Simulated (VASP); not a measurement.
# Ru4N in VASP: a series of runs

The runs below take Ru4N through single point, with LDA.

Program: VASP 6.6.1. These are calculated values, not measurements. Logs are shortened: lines on timing, memory, paths and dates and some standing lists are left out, and cuts for length are marked.

### 1 The cell of the first run

The cell holds a slab with vacuum, 5 atoms: a = 2.674 Å, b = 2.674 Å, c = 21.762 Å, α = 90.00°, β = 90.00°, γ = 120.00°.

### 2 Single point, LDA

The input, INCAR:

```
SYSTEM = Ru4N
PREC     = Accurate       ! precision mode
ENCUT    = 520            ! plane-wave cutoff, eV
EDIFF    = 1E-6           ! SCF threshold, eV
ISMEAR   = 0              ! smearing method
SIGMA    = 0.1            ! smearing width, eV
LREAL    = .FALSE.        ! projectors in reciprocal space
LASPH    = .TRUE.         ! aspherical terms in the spheres
NELM     = 80             ! most SCF steps
ALGO     = Normal         ! electronic algorithm
ISIF     = 2              ! what is computed and relaxed
LWAVE    = .FALSE.        ! write WAVECAR
LCHARG   = .TRUE.         ! write CHGCAR
LDIPOL   = .TRUE.       
IDIPOL   = 3            
DIPOL    = 0.5 0.5 0.369
LELF     = .TRUE.         ! ELF
LVHAR    = .TRUE.       
LVACPOTAV= .TRUE.       
NBANDS   = 38             ! bands
```

The input, KPOINTS:

```
Automatic mesh
0
G
  12 12 1
  0 0 0
```

The input, POSCAR:

```
Ru4N
1.0
    2.6740588505      0.0000000000      0.0000000000
   -1.3370294252      2.3158028957      0.0000000000
    0.0000000000      0.0000000000     21.7621999150
Ru N
4 1
Direct
    0.6666666667      0.3333333333      0.1838049469
    0.3333333333      0.6666666667      0.2809173942
    0.6666666667      0.3333333333      0.3776317013
    0.3333333333      0.6666666667      0.4715607776
    0.5000000000      1.3333333333      0.5319443429
```

Potentials or basis: VASP PAW LDA potentials, release 64 (Ru_pv, N).

Run with:

```console
$ cat potpaw_LDA.64/Ru_pv/POTCAR potpaw_LDA.64/N/POTCAR > POTCAR
$ mpirun -np 1 vasp_std > vasp.out
```

OUTCAR:

```text
SYSTEM = Ru4N
   PREC = Accurate
   ENCUT = 520
   EDIFF = 1E-6
   ISMEAR = 0
   LREAL = .FALSE.
   LASPH = .TRUE.
   NELM = 80
   ISIF = 2

 ion  position               nearest neighbor table
   1  0.667  0.333  0.184-   2 2.62   2 2.62   2 2.62
   2  0.333  0.667  0.281-   3 2.61   3 2.61   3 2.61   1 2.62   1 2.62   1 2.62
   3  0.667  0.333  0.378-   4 2.56   4 2.56   4 2.56   2 2.61   2 2.61   2 2.61
   4  0.333  0.667  0.472-   5 1.77   5 2.08   5 2.35   3 2.56   3 2.56   3 2.56
   5  0.500  0.333  0.532-   4 1.77   4 2.08   4 2.35

  LATTYP: Found a hexagonal cell.
 ALAT       =     2.6740588505
 C/A-ratio  =     8.1382651361

  Lattice vectors:

 A1 = (   2.6740588505,   0.0000000000,   0.0000000000)
 A2 = (  -1.3370294252,   2.3158028957,   0.0000000000)
 A3 = (   0.0000000000,   0.0000000000,  21.7621999150)

Analysis of symmetry for initial positions (statically):
=====================================================================
 Subroutine PRICEL returns:
 Original cell was already a primitive cell.

 Routine SETGRP: Setting up the symmetry group for a
 hexagonal supercell.

 Subroutine GETGRP returns: Found  1 space group operations
 (whereof  1 operations were pure point group operations)
 out of a pool of 24 trial point group operations.

The static configuration has the point symmetry C_1 .

Analysis of symmetry for dynamics (positions and initial velocities):
=====================================================================
 Subroutine PRICEL returns:
 Original cell was already a primitive cell.

 Routine SETGRP: Setting up the symmetry group for a
 hexagonal supercell.

 Subroutine GETGRP returns: Found  1 space group operations
 (whereof  1 operations were pure point group operations)
 out of a pool of 24 trial point group operations.

The dynamic configuration has the point symmetry C_1 .

 Subroutine INISYM returns: Found  1 space group operations
 (whereof  1 operations are pure point group operations),
 and found     1 'primitive' translations

----------------------------------------------------------------------------------------

                                     Primitive cell

  volume of cell :     134.7645

  direct lattice vectors                    reciprocal lattice vectors
     2.674058850  0.000000000  0.000000000     0.373963348  0.215907840  0.000000000
    -1.337029425  2.315802896  0.000000000     0.000000000  0.431815679  0.000000000
     0.000000000  0.000000000 21.762199915     0.000000000  0.000000000  0.045951237

  length of vectors
     2.674058850  2.674058850 21.762199915     0.431815679  0.431815679  0.045951237

  position of ions in fractional coordinates (direct lattice)
     0.666666667  0.333333333  0.183804947
     0.333333333  0.666666667  0.280917394
     0.666666667  0.333333333  0.377631701
     0.333333333  0.666666667  0.471560778
     0.500000000  0.333333333  0.531944343

  ion indices of the primitive-cell ions
   primitive index   ion index
                 1           1
                 2           2
                 3           3
                 4           4
                 5           5

----------------------------------------------------------------------------------------

 KPOINTS: Automatic mesh

Automatic generation of k-mesh.
 Grid dimensions read from file:
 generate k-points for:   12   12    1

 Generating k-lattice:

  Cartesian coordinates                     Fractional coordinates (reciprocal lattice)
     0.031163612  0.017992320  0.000000000     0.083333333  0.000000000  0.000000000
     0.000000000  0.035984640  0.000000000     0.000000000  0.083333333  0.000000000
     0.000000000  0.000000000  0.045951237     0.000000000  0.000000000  1.000000000

  Length of vectors
     0.035984640  0.035984640  0.045951237

  Shift w.r.t. Gamma in fractional coordinates (k-lattice)
     0.000000000  0.000000000  0.000000000

 Subroutine IBZKPT returns following result:
 ===========================================

 Found     74 irreducible k-points:

 Following reciprocal coordinates:
            Coordinates               Weight
  0.000000  0.000000  0.000000      1.000000
  0.083333  0.000000  0.000000      2.000000
  0.000000  0.083333  0.000000      2.000000
 -0.083333  0.083333  0.000000      2.000000
  0.166667  0.000000  0.000000      2.000000
  0.000000  0.166667  0.000000      2.000000
[... 16 lines left out ...]
  0.166667  0.083333  0.000000      2.000000
 -0.083333  0.250000  0.000000      2.000000
 [... further k-points ...]
   k-points           NKPTS =     74   k-points in BZ     NKDIM =     74   number of bands    NBANDS=     38
   number of dos      NEDOS =    301   number of ions     NIONS =      5
   total plane-waves  NPLWV =  64800
   dimension x,y,z NGX =    20 NGY =   20 NGZ =  162
   dimension x,y,z NGXF=    40 NGYF=   40 NGZF=  324
   ions per type =               4   1
   NGX,Y,Z   is equivalent  to a cutoff of  12.43, 12.43, 12.38 a.u.
   NGXF,Y,Z  is equivalent  to a cutoff of  24.87, 24.87, 24.75 a.u.
 SYSTEM =  Ru4N
   PREC   = accura    normal or accurate (medium, high low for compatibility)
   ISTART =      0    job   : 0-new  1-cont  2-samecut
   ICHARG =      2    charge: 1-file 2-atom 10-const
   ISPIN  =      1    spin polarized calculation?
   LNONCOLLINEAR =      F non collinear calculations
   LSORBIT =      F    spin-orbit coupling
   LASPH  =      T    aspherical Exc in radial PAW
   ENCUT  =  520.0 eV  38.22 Ry    6.18 a.u.   4.97  4.97 40.46*2*pi/ulx,y,z
   NELM   =     80;   NELMIN=  2; NELMDL= -5     # of ELM steps
   EDIFF  = 0.1E-05   stopping-criterion for ELM
   LREAL  =      F    real-space projection
   EDIFFG = 0.1E-04   stopping-criterion for IOM
   NSW    =      0    number of steps for IOM
   IBRION =     -1    ionic relax: 0-MD 1-quasi-New 2-CG
   NFREE  =      0    steps in history (QN), initial steepest desc. (CG)
   ISIF   =      2    stress and relaxation
   ISYM   =      2    0-nonsym 1-usesym 2-fastsym
   POTIM  = 0.5000    time-step for ionic-motion
   TEBEG  =    0.0;   TEEND  =   0.0 temperature during run
   PSTRESS=    0.0 pullay stress
   NELECT =      61.0000    total number of electrons
   NUPDOWN=      -1.0000    fix difference up-down
   EMIN   =  10.00;   EMAX   =-10.00  energy-range for DOS
   EFERMI =   0.00;   METHOD = LEGACY
   ISMEAR =     0;   SIGMA  =   0.10  broadening in eV -4-tet -1-fermi 0-gaus
   EFERMI_NEDOS =   21; number of points for ismear=-14 and -15
   IALGO  =     38    algorithm
   IMIX   =      4    mixing-type and parameters
     AMIX     =   0.40;   BMIX     =  1.00
     AMIX_MAG =   1.60;   BMIX_MAG =  1.00
  volume/ion in A,a.u.               =      26.95       181.89
  Fermi-wavevector in a.u.,A,eV,Ry     =   1.256974  2.375337 21.496986  1.579984
  Thomas-Fermi vector in A             =   2.390656
   LORBIT       =      0    0 simple, 1 ext, 2 COOP (PROOUT), +10 PAW based schemes
   GGA     = CA    functional components
   LHFCALC =     F    Hartree Fock is set to
   AEXX    =    0.0000 exact exchange contribution
   IVDW    =     0    specifies the selected vdW correction
   LEPSILON=     F    determine dielectric tensor
   LRPA    =     F    only Hartree local field effects (RPA)
 non-spin polarized calculation
 Gauss-broadening in eV      SIGMA  =   0.10
  energy-cutoff  :      520.00
  volume of cell :      134.76
 maximum number of plane-waves:      3677
   NGX =  9   NGY =  9   NGZ = 81

 dipolmoment           0.000000      0.000000     -0.010199 electrons x Angstroem

 number of electron      60.9999999 magnetization

 dipolmoment           0.000000      0.000000      0.056752 electrons x Angstroem

 Free energy of the ion-electron system (eV)
  ---------------------------------------------------
  ext. energy  EPLUGINS =         0.00000000
  ---------------------------------------------------
  free energy    TOTEN  =       -48.25217535 eV

  energy without entropy =      -48.22688052  energy(sigma->0) =      -48.23952794

 E-fermi :   2.0341     XC(G=0):  -7.0567

 val. band max:        2.0317312691   @ k =  -0.3333  -0.4167   0.0000
 cond. band min:       2.0355355019   @ k =   0.3333   0.3333   0.0000
 fundamental gap:      0.0038042328
 Fermi energy:         2.0341336102

 k-point     1 :       0.0000    0.0000    0.0000
  band No.  band energies     occupation
      1     -42.1118      2.00000
      2     -41.4741      2.00000
      3     -41.3411      2.00000
      4     -41.1976      2.00000
      5     -40.8188      2.00000
      6     -40.6355      2.00000
[... 30 lines left out ...]
     37       3.0918      0.00000
     38       3.1514      0.00000

 k-point     2 :       0.0833    0.0000    0.0000
  band No.  band energies     occupation
      1     -42.0983      2.00000
      2     -41.4778      2.00000
      3     -41.3486      2.00000
      4     -41.2524      2.00000
      5     -40.8383      2.00000
      6     -40.6677      2.00000
[... 30 lines left out ...]
     37       3.2000      0.00000
     38       3.6757      0.00000

 k-point     3 :       0.0000    0.0833    0.0000
  band No.  band energies     occupation
      1     -42.0992      2.00000
      2     -41.4930      2.00000
      3     -41.3536      2.00000
      4     -41.2328      2.00000
      5     -40.8383      2.00000
      6     -40.6654      2.00000
[... 30 lines left out ...]
     37       3.1787      0.00000
     38       3.6954      0.00000

 k-point     4 :      -0.0833    0.0833    0.0000
  band No.  band energies     occupation
      1     -42.1017      2.00000
      2     -41.4999      2.00000
      3     -41.3618      2.00000
      4     -41.2146      2.00000
      5     -40.8393      2.00000
      6     -40.6714      2.00000
[... 30 lines left out ...]
     37       3.1435      0.00000
     38       3.8053      0.00000
[... 703 lines left out ...]
      4     -41.2817      2.00000
      5     -40.9024      2.00000
      6     -40.7131      2.00000
[... 30 lines left out ...]
     37       3.5580      0.00000
     38       3.8761      0.00000

 k-point    23 :       0.1667    0.0833    0.0000
  band No.  band energies     occupation
      1     -42.0341      2.00000
      2     -41.6076      2.00000
      3     -41.4770      2.00000
      4     -41.3205      2.00000
      5     -41.0499      2.00000
      6     -40.8296      2.00000
[... 30 lines left out ...]
     37       3.4025      0.00000
     38       4.8573      0.00000

 k-point    24 :      -0.0833    0.2500    0.0000
  band No.  band energies     occupation
      1     -42.0800      2.00000
      2     -41.7059      2.00000
      3     -41.3528      2.00000
      4     -41.3133      2.00000
      5     -41.0489      2.00000
      6     -40.8406      2.00000
[... 30 lines left out ...]
     37       3.5535      0.00000
     38       4.2359      0.00000

 [... further k-points ...]

------------------------ aborting loop because EDIFF is reached ----------------------------------------

  FORCE on cell =-STRESS in cart. coord.  units (eV):
  Direction    XX          YY          ZZ          XY          YZ          ZX
  --------------------------------------------------------------------------------------
  -------------------------------------------------------------------------------------
  Total        1.3175226      1.1588970      3.0510590     -0.6196152     -1.7561128      4.1348279
  in kB       15.6636623     13.7778058     36.2731969     -7.3664334    -20.8779393     49.1578260
  external PRESSURE =      21.9048883 kB  Pullay stress =       0.0000000 kB

 VOLUME and BASIS-vectors are now :
 -----------------------------------------------------------------------------
  energy-cutoff  :      520.00
  volume of cell :      134.76
      direct lattice vectors                 reciprocal lattice vectors
     2.674058850  0.000000000  0.000000000     0.373963348  0.215907840  0.000000000
    -1.337029425  2.315802896  0.000000000     0.000000000  0.431815679  0.000000000
     0.000000000  0.000000000 21.762199915     0.000000000  0.000000000  0.045951237

 POSITION                                       TOTAL-FORCE (eV/Angst)
 -----------------------------------------------------------------------------------
      1.33703      0.77193      4.00000        -0.041776      0.007524      0.856581
     -0.00000      1.54387      6.11338         0.072951     -0.003223     -1.155044
      1.33703      0.77193      8.21810        -0.090470      0.273230     -1.753646
     -0.00000      1.54387     10.26220        -2.981142      0.609196      1.866996
      0.89135      0.77193     11.57628         3.040437     -0.886726      0.185112
 -----------------------------------------------------------------------------------
    total drift:                                0.000271     -0.000032     -0.003479

  FREE ENERGIE OF THE ION-ELECTRON SYSTEM (eV)
  ---------------------------------------------------
  free  energy   TOTEN  =       -48.2521753547 eV

  energy  without entropy=      -48.2268805202  energy(sigma->0) =      -48.23952794

 vacuum level on the upper side and lower side of the slab         9.169         7.427
```

Wall time 20 min (1 thread of Intel Xeon Platinum 8488C (Sapphire Rapids), shared host); peak memory 0.4 GiB.

Results:

```yaml
Free_energy: -48.2522 eV
Largest_force: 3.570 eV/Å
Band_gap_on_the_k_mesh: zero (an odd number of electrons rules out a gap without spin polarisation)
```

Forces on the atoms (eV/Å):
```
Ru  -0.042  0.008  0.857
Ru   0.073 -0.003 -1.155
Ru  -0.090  0.273 -1.754
Ru  -2.981  0.609  1.867
N    3.040 -0.887  0.185
```

### 3 Single point, LDA

The input, INCAR:

```
PREC     = Accurate       # precision mode
ENCUT    = 520            # plane-wave cutoff, eV
EDIFF    = 1E-7           # SCF threshold, eV
ISMEAR   = 0              # smearing method
SIGMA    = 0.1            # smearing width, eV
LREAL    = False          # projectors in reciprocal space
LASPH    = True           # aspherical terms in the spheres
NELM     = 60             # most SCF steps
ALGO     = Normal         # electronic algorithm
ISIF     = 2              # what is computed and relaxed
LWAVE    = False          # write WAVECAR
LCHARG   = True           # write CHGCAR
LDIPOL   = True         
IDIPOL   = 3            
DIPOL    = 0.5 0.5 0.369
LELF     = True           # ELF
LVHAR    = True         
LVACPOTAV= True         
NBANDS   = 38             # bands
```

The input, KPOINTS:

```
Automatic mesh
0
Gamma
  12 12 1
```

Changes to POSCAR since step 2:

```diff
@@ -12,2 +12,2 @@
     0.3333333333      0.6666666667      0.4715607776
-    0.5000000000      1.3333333333      0.5319443429
+    0.8333333333      1.0000000000      0.5321503399
```

Potentials or basis: VASP PAW LDA potentials, release 64 (Ru_pv, N).

Run with:

```console
$ cat potpaw_LDA.64/Ru_pv/POTCAR potpaw_LDA.64/N/POTCAR > POTCAR
$ mpirun -np 1 vasp_std > vasp.out
```

It took 25 min on 1 thread of Intel Xeon Platinum 8488C (Sapphire Rapids), shared host; peak memory 0.4 GiB.

The run converged. Its results:

| Item | Value |
| --- | --- |
| Free energy | -48.0926 eV |
| Largest force | 2.943 eV/Å |
| Band gap on the k mesh | zero (an odd number of electrons rules out a gap without spin polarisation) |

Forces in eV/Å, atoms in the order of the input:
```
Ru  -0.029 -0.005  0.908
Ru   0.045  0.019 -0.904
Ru  -0.713 -0.118 -2.629
Ru  -1.530 -0.539  2.456
N    2.227  0.642  0.168
```

Levels at points of the mesh, in eV from the Fermi level:
| k point | band 28 | band 29 | band 30 | band 31 | band 32 | band 33 |
| --- | --- | --- | --- | --- | --- | --- |
| (0.00, 0.00, 0.00) | -2.00 | -1.50 | -1.47 | -0.90 | -0.58 | -0.21 |
| (0.50, 0.00, 0.00) | -0.68 | 0.66 | 0.87 | 1.36 | 1.49 | 1.55 |
| (0.00, 0.50, 0.00) | -0.42 | 0.66 | 0.89 | 1.19 | 1.33 | 1.50 |
| (0.50, 0.50, 0.00) | 0.02 | 0.70 | 0.91 | 1.10 | 1.49 | 1.53 |
